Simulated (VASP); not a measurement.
# CsZn4Mo (P4/mmm) in VASP: a series of runs

The runs below take CsZn4Mo through single point, relaxation of cell and atoms, with PBE.

Everything below comes from runs of VASP 6.6.1. Logs are shortened: lines on timing, memory, paths and dates and some standing lists are left out, and cuts for length are marked.

**1. The cell of the first run**

It takes space group P4/mmm (No. 123, tetragonal). The conventional cell has a = 4.320 Å, b = 4.320 Å, c = 8.826 Å, α = 90.00°, β = 90.00°, γ = 90.00°. Cs (site symmetry 4/mmm) has 8 Zn at 3.73 Å and 4 Cs at 4.32 Å within 4.9 Å. Within 3.4 Å of Zn (site symmetry 2mm) lie 2 Mo at 2.56 Å and 5 Zn at 2.74 to 3.05 Å. Mo (site symmetry 4/mmm) has 8 Zn at 2.56 Å within 3.4 Å.

The cell was generated, and may not be a known phase.

**2. Single point, PBE**

INCAR reads:

```
PREC     = Accurate       # precision mode
ENCUT    = 520            # plane-wave cutoff, eV
EDIFF    = 1E-6           # SCF threshold, eV
ISMEAR   = 0              # smearing method
SIGMA    = 0.1            # smearing width, eV
LREAL    = F              # projectors in reciprocal space
LASPH    = T              # aspherical terms in the spheres
NELM     = 60             # most SCF steps
ALGO     = Fast           # electronic algorithm
ISIF     = 2              # what is computed and relaxed
LWAVE    = F              # write WAVECAR
LCHARG   = T              # write CHGCAR
GGA      = PE             # functional
LELF     = T              # ELF
LVHAR    = T            
NBANDS   = 44             # bands
```

KPOINTS reads:

```
regular mesh
0
Gamma
  4 4 4
```

POSCAR reads:

```
CsZn4Mo
1.0
    4.3203337267      0.0000000000      0.0000000000
    0.0000000000      4.3203337267      0.0000000000
    0.0000000000      0.0000000000      8.8261866708
Cs Zn Mo
1 4 1
Direct
    0.0000000000      0.0000000000      0.0000000000
    0.5000000000      0.0000000000      0.6553687754
    0.0000000000      0.5000000000      0.3446312246
    0.5000000000      0.0000000000      0.3446312246
    0.0000000000      0.5000000000      0.6553687754
    0.5000000000      0.5000000000      0.5000000000
```

Potentials or basis: VASP PAW PBE potentials, release 64 (Cs_sv, Zn, Mo_sv).

Started as:

```console
cat potpaw_PBE.64/Cs_sv/POTCAR potpaw_PBE.64/Zn/POTCAR potpaw_PBE.64/Mo_sv/POTCAR > POTCAR
mpirun -np 1 vasp_std > vasp.out
```

OUTCAR:

```text
PREC = Accurate
   ENCUT = 520
   EDIFF = 1E-6
   ISMEAR = 0
   LREAL = F
   LASPH = T
   NELM = 60
   ISIF = 2
   GGA = PE

 ion  position               nearest neighbor table
   1  0.000  0.000  0.000-
   2  0.500  0.000  0.655-   6 2.56   6 2.56   4 2.74
   3  0.000  0.500  0.345-   6 2.56   6 2.56   5 2.74
   4  0.500  0.000  0.345-   6 2.56   6 2.56   2 2.74
   5  0.000  0.500  0.655-   6 2.56   6 2.56   3 2.74
   6  0.500  0.500  0.500-   2 2.56   3 2.56   4 2.56   5 2.56   2 2.56   4 2.56   3 2.56   5 2.56

  LATTYP: Found a simple tetragonal cell.
 ALAT       =     4.3203337267
 C/A-ratio  =     2.0429409460

  Lattice vectors:

 A1 = (   4.3203337267,   0.0000000000,   0.0000000000)
 A2 = (   0.0000000000,   4.3203337267,   0.0000000000)
 A3 = (   0.0000000000,   0.0000000000,   8.8261866708)

Analysis of symmetry for initial positions (statically):
=====================================================================
 Subroutine PRICEL returns:
 Original cell was already a primitive cell.

 Routine SETGRP: Setting up the symmetry group for a
 simple tetragonal supercell.

 Subroutine GETGRP returns: Found 16 space group operations
 (whereof 16 operations were pure point group operations)
 out of a pool of 16 trial point group operations.

The static configuration has the point symmetry D_4h.

Analysis of symmetry for dynamics (positions and initial velocities):
=====================================================================
 Subroutine PRICEL returns:
 Original cell was already a primitive cell.

 Routine SETGRP: Setting up the symmetry group for a
 simple tetragonal supercell.

 Subroutine GETGRP returns: Found 16 space group operations
 (whereof 16 operations were pure point group operations)
 out of a pool of 16 trial point group operations.

The dynamic configuration has the point symmetry D_4h.

 Subroutine INISYM returns: Found 16 space group operations
 (whereof 16 operations are pure point group operations),
 and found     1 'primitive' translations

----------------------------------------------------------------------------------------

                                     Primitive cell

  volume of cell :     164.7433

  direct lattice vectors                    reciprocal lattice vectors
     4.320333727  0.000000000  0.000000000     0.231463601  0.000000000  0.000000000
     0.000000000  4.320333727  0.000000000     0.000000000  0.231463601  0.000000000
     0.000000000  0.000000000  8.826186671     0.000000000  0.000000000  0.113299213

  length of vectors
[... 89 lines left out ...]
   ISIF   =      2    stress and relaxation
   ISYM   =      2    0-nonsym 1-usesym 2-fastsym
   POTIM  = 0.5000    time-step for ionic-motion
   TEBEG  =    0.0;   TEEND  =   0.0 temperature during run
   PSTRESS=    0.0 pullay stress
   NELECT =      71.0000    total number of electrons
   NUPDOWN=      -1.0000    fix difference up-down
   EMIN   =  10.00;   EMAX   =-10.00  energy-range for DOS
   EFERMI =   0.00;   METHOD = LEGACY
   ISMEAR =     0;   SIGMA  =   0.10  broadening in eV -4-tet -1-fermi 0-gaus
   EFERMI_NEDOS =   21; number of points for ismear=-14 and -15
   IALGO  =     68    algorithm
   IMIX   =      4    mixing-type and parameters
     AMIX     =   0.40;   BMIX     =  1.00
     AMIX_MAG =   1.60;   BMIX_MAG =  1.00
  volume/ion in A,a.u.               =      27.46       185.29
  Fermi-wavevector in a.u.,A,eV,Ry     =   1.236588  2.336813 20.805349  1.529150
  Thomas-Fermi vector in A             =   2.371190
   LORBIT       =      0    0 simple, 1 ext, 2 COOP (PROOUT), +10 PAW based schemes
   GGA     = PE    functional components
   LHFCALC =     F    Hartree Fock is set to
   AEXX    =    0.0000 exact exchange contribution
   IVDW    =     0    specifies the selected vdW correction
   LEPSILON=     F    determine dielectric tensor
   LRPA    =     F    only Hartree local field effects (RPA)
 non-spin polarized calculation
 RMM-DIIS sequential band-by-band and
 Gauss-broadening in eV      SIGMA  =   0.10
  energy-cutoff  :      520.00
  volume of cell :      164.74
 maximum number of plane-waves:      4512
   NGX = 17   NGY = 17   NGZ = 33

 number of electron      71.0000053 magnetization

 Free energy of the ion-electron system (eV)
  ---------------------------------------------------
  ext. energy  EPLUGINS =         0.00000000
  ---------------------------------------------------
  free energy    TOTEN  =       -13.72251785 eV

  energy without entropy =      -13.70561205  energy(sigma->0) =      -13.71406495

 E-fermi :   2.5565     XC(G=0):  -9.0005

 val. band max:        2.5522330377   @ k =   0.2500   0.2500   0.0000
 cond. band min:       2.5970683695   @ k =   0.5000   0.5000   0.2500
 fundamental gap:      0.0448353318
 Fermi energy:         2.5565389441

 k-point     1 :       0.0000    0.0000    0.0000
  band No.  band energies     occupation
      1     -58.0299      2.00000
      2     -32.2929      2.00000
      3     -32.1318      2.00000
      4     -32.1318      2.00000
      5     -21.0426      2.00000
      6      -7.9356      2.00000
[... 835 lines left out ...]
     43       4.2882      0.00000
     44       4.6979      0.00000

------------------------ aborting loop because EDIFF is reached ----------------------------------------

  FORCE on cell =-STRESS in cart. coord.  units (eV):
  Direction    XX          YY          ZZ          XY          YZ          ZX
  --------------------------------------------------------------------------------------
  -------------------------------------------------------------------------------------
  Total        0.1222302      0.1222302      0.2908686      0.0000000     -0.0000000      0.0000000
  in kB        1.1887248      1.1887248      2.8287833      0.0000000     -0.0000000      0.0000000
  external PRESSURE =       1.7354110 kB  Pullay stress =       0.0000000 kB

 VOLUME and BASIS-vectors are now :
 -----------------------------------------------------------------------------
  energy-cutoff  :      520.00
  volume of cell :      164.74
      direct lattice vectors                 reciprocal lattice vectors
     4.320333727  0.000000000  0.000000000     0.231463601  0.000000000  0.000000000
     0.000000000  4.320333727  0.000000000     0.000000000  0.231463601  0.000000000
     0.000000000  0.000000000  8.826186671     0.000000000  0.000000000  0.113299213

 POSITION                                       TOTAL-FORCE (eV/Angst)
 -----------------------------------------------------------------------------------
      0.00000      0.00000      0.00000        -0.000000      0.000000      0.000000
      2.16017      0.00000      5.78441        -0.000000     -0.000000      0.034163
      0.00000      2.16017      3.04178         0.000000      0.000000     -0.034163
      2.16017      0.00000      3.04178        -0.000000     -0.000000     -0.034163
      0.00000      2.16017      5.78441        -0.000000      0.000000      0.034163
      2.16017      2.16017      4.41309        -0.000000      0.000000      0.000000
 -----------------------------------------------------------------------------------
    total drift:                                0.000000      0.000000      0.000000

  FREE ENERGIE OF THE ION-ELECTRON SYSTEM (eV)
  ---------------------------------------------------
  free  energy   TOTEN  =       -13.7225178532 eV

  energy  without entropy=      -13.7056120484  energy(sigma->0) =      -13.71406495
```

stdout:

```text
POSCAR found type information on POSCAR CsZnMo
 POSCAR found :  3 types and       6 ions
 scaLAPACK will be used
 LDA part: xc-table for (Slater+PW92), standard interpolation
 POSCAR, INCAR and KPOINTS ok, starting setup
 FFT: planning ... GRIDC
 FFT: planning ... GRID_SOFT
 FFT: planning ... GRID
 WAVECAR not read
 entering main loop
```

It took 3.3 min on 1 thread of Oxide Virtual Turin-like, shared host; peak memory 0.29 GiB.

What came out:

```yaml
Free_energy: -13.7225 eV
Pressure: 0.2 GPa
Largest_force: 0.034 eV/Å
Band_gap_on_the_k_mesh: zero (an odd number of electrons rules out a gap without spin polarisation)
```

Forces on the atoms (eV/Å):
```
Cs   0.000  0.000  0.000
Zn   0.000  0.000  0.034
Zn   0.000  0.000 -0.034
Zn   0.000  0.000 -0.034
Zn   0.000  0.000  0.034
Mo   0.000  0.000  0.000
```

Stress tensor (GPa, compression positive):
```
0.12 0.00 0.00
0.00 0.12 0.00
0.00 0.00 0.28
```

Caveat: the k points lie up to 0.36 Å⁻¹ apart, too coarse for converged energies and pressures of a metal; spin-orbit coupling is left out, which moves the levels of the heavy elements.

**3. Single point, PBE**

This run uses another cell than the first one, of 19.03 Å³/atom.

INCAR reads:

```
  PREC = Accurate
  ENCUT = 520
  EDIFF = 1E-7
  ISMEAR = 0
  SIGMA = 0.1
  LREAL = False
  LASPH = True
  NELM = 80
  ALGO = Normal
  ISIF = 2
  LWAVE = False
  LCHARG = False
  GGA = PE
  NBANDS = 44
```

KPOINTS is that of step 2.

POSCAR reads:

```
CsZn4Mo
1.0
    4.2079995600      0.0000000000      0.0000000000
    0.0000000000      4.2079995600      0.0000000000
    0.0000000000      0.0000000000      6.4486992300
Cs Zn Mo
1 4 1
Direct
    0.0000000000      0.0000000000      0.0000000000
    0.5000000000      0.0000000000      0.7141391600
    0.0000000000      0.5000000000      0.2858608400
    0.5000000000      0.0000000000      0.2858608400
    0.0000000000      0.5000000000      0.7141391600
    0.5000000000      0.5000000000      0.5000000000
```

Potentials or basis: VASP PAW PBE potentials, release 64 (Cs_sv, Zn, Mo_sv).

Started as:

```console
cat potpaw_PBE.64/Cs_sv/POTCAR potpaw_PBE.64/Zn/POTCAR potpaw_PBE.64/Mo_sv/POTCAR > POTCAR
mpirun -np 1 vasp_std > vasp.out
```

OUTCAR:

```text
PREC = Accurate
   ENCUT = 520
   EDIFF = 1E-7
   ISMEAR = 0
   LREAL = False
   LASPH = True
   NELM = 80
   ISIF = 2
   GGA = PE

 ion  position               nearest neighbor table
   1  0.000  0.000  0.000-   2 2.80   3 2.80   4 2.80   5 2.80   3 2.80   5 2.80   2 2.80   4 2.80

   2  0.500  0.000  0.714-   6 2.52   6 2.52   4 2.76   1 2.80   1 2.80   5 2.98   5 2.98   5 2.98
                             5 2.98
   3  0.000  0.500  0.286-   6 2.52   6 2.52   5 2.76   1 2.80   1 2.80   4 2.98   4 2.98   4 2.98
                             4 2.98
   4  0.500  0.000  0.286-   6 2.52   6 2.52   2 2.76   1 2.80   1 2.80   3 2.98   3 2.98   3 2.98
                             3 2.98
   5  0.000  0.500  0.714-   6 2.52   6 2.52   3 2.76   1 2.80   1 2.80   2 2.98   2 2.98   2 2.98
                             2 2.98
   6  0.500  0.500  0.500-   2 2.52   3 2.52   4 2.52   5 2.52   2 2.52   4 2.52   3 2.52   5 2.52

  LATTYP: Found a simple tetragonal cell.
 ALAT       =     4.2079995600
 C/A-ratio  =     1.5324857187

  Lattice vectors:

 A1 = (   4.2079995600,   0.0000000000,   0.0000000000)
 A2 = (   0.0000000000,   4.2079995600,   0.0000000000)
 A3 = (   0.0000000000,   0.0000000000,   6.4486992300)
[... 180 lines left out ...]
 cond. band min:       4.3225560320   @ k =   0.5000   0.5000   0.0000
 fundamental gap:      0.0756286944
 Fermi energy:         4.3135779603

 k-point     1 :       0.0000    0.0000    0.0000
  band No.  band energies     occupation
      1     -56.1971      2.00000
      2     -30.3696      2.00000
      3     -30.3696      2.00000
      4     -30.3688      2.00000
      5     -18.6472      2.00000
      6      -6.8431      2.00000
[... 835 lines left out ...]
     43       7.9781      0.00000
     44       9.5662      0.00000

------------------------ aborting loop because EDIFF is reached ----------------------------------------

  FORCE on cell =-STRESS in cart. coord.  units (eV):
  Direction    XX          YY          ZZ          XY          YZ          ZX
  --------------------------------------------------------------------------------------
  -------------------------------------------------------------------------------------
  Total       10.7272750     10.7272750     17.2278260      0.0000000      0.0000000      0.0000000
  in kB      150.5138636    150.5138636    241.7227724      0.0000000      0.0000000      0.0000000
  external PRESSURE =     180.9168332 kB  Pullay stress =       0.0000000 kB

 VOLUME and BASIS-vectors are now :
 -----------------------------------------------------------------------------
  energy-cutoff  :      520.00
  volume of cell :      114.19
      direct lattice vectors                 reciprocal lattice vectors
     4.207999560  0.000000000  0.000000000     0.237642610  0.000000000  0.000000000
     0.000000000  4.207999560  0.000000000     0.000000000  0.237642610  0.000000000
     0.000000000  0.000000000  6.448699230     0.000000000  0.000000000  0.155070033

 POSITION                                       TOTAL-FORCE (eV/Angst)
 -----------------------------------------------------------------------------------
      0.00000      0.00000      0.00000         0.000000      0.000000     -0.000000
      2.10400      0.00000      4.60527        -0.000000     -0.000000     -1.017664
      0.00000      2.10400      1.84343         0.000000     -0.000000      1.017664
      2.10400      0.00000      1.84343         0.000000     -0.000000      1.017664
      0.00000      2.10400      4.60527        -0.000000      0.000000     -1.017664
      2.10400      2.10400      3.22435         0.000000      0.000000     -0.000000
 -----------------------------------------------------------------------------------
    total drift:                                0.000000      0.000000     -0.000000

  FREE ENERGIE OF THE ION-ELECTRON SYSTEM (eV)
  ---------------------------------------------------
  free  energy   TOTEN  =       -10.0345800572 eV

  energy  without entropy=      -10.0193778208  energy(sigma->0) =      -10.02697894
```

stdout:

```text
POSCAR found type information on POSCAR CsZnMo
 POSCAR found :  3 types and       6 ions
 scaLAPACK will be used
 LDA part: xc-table for (Slater+PW92), standard interpolation
 POSCAR, INCAR and KPOINTS ok, starting setup
 FFT: planning ... GRIDC
 FFT: planning ... GRID_SOFT
 FFT: planning ... GRID
 WAVECAR not read
 entering main loop
```

Run time: 2 min. Hardware: 1 thread of Oxide Virtual Turin-like, shared host; peak memory 0.22 GiB.

What came out:

| Quantity | Value |
| --- | --- |
| Free energy | -10.0346 eV |
| Pressure | 18.1 GPa |
| Largest force | 1.018 eV/Å |
| Band gap on the k mesh | zero (an odd number of electrons rules out a gap without spin polarisation) |

Forces in eV/Å, atoms in the order of the input:
```
Cs   0.000  0.000  0.000
Zn   0.000  0.000 -1.018
Zn   0.000  0.000  1.018
Zn   0.000  0.000  1.018
Zn   0.000  0.000 -1.018
Mo   0.000  0.000  0.000
```

Caveat: the k points lie up to 0.37 Å⁻¹ apart, too coarse for converged energies and pressures of a metal; spin-orbit coupling is left out, which moves the levels of the heavy elements; forces of over 1 eV/Å act on the atoms, so gaps and moduli don't describe the material at rest.

(Part 1 of 2 ends here.)

The gap in the log of VASP goes by the Fermi energy; the results here count the filled bands.